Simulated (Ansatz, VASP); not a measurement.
## CoSn in VASP and in Ansatz

```
Co Sn
1.0
     5.24206    0.00000    0.00000
    -2.62103    4.53976    0.00000
     0.00000    0.00000    4.18673
Co Sn
3 3
Direct
  0.00000 0.50000 0.00000
  0.50000 0.50000 0.00000
  0.50000 0.00000 0.00000
  0.66667 0.33333 0.50000
  0.33333 0.66667 0.50000
  0.00000 0.00000 0.00000
```

Alike in both runs: functional r2SCAN; k mesh 9 × 9 × 10; occupations gaussian, width 0.1 eV; no spin polarisation.

Ansatz relaxed the structure, and its values are those at the end. VASP's run is a single point on that final structure, the one shown.

```csv
,VASP,Ansatz
version,VASP 6.6.1,Ansatz 0.2.0
potentials or method,"VASP PAW PBE potentials, release 64 (Co, Sn_d), cutoff 520 eV","scalar-relativistic, plane waves, PAW"
valence electrons in the cell,69,93
```

|  | VASP | Ansatz | Ansatz less VASP |
| --- | --- | --- | --- |
| gap on the k mesh at the Fermi level (eV) | none | none | - |
| pressure (GPa) | 0.3 | 0.0 | -0.26 |

VASP's potentials were made for PBE, not for r2SCAN. A gap of «none» marks a metal or a gap that the smearing closes. The functional is the same, so the differences come from potentials, cutoffs and numerics. VASP's potentials hold 69 valence electrons a cell and Ansatz's 93, so a difference there can come from the potentials and not from the codes.
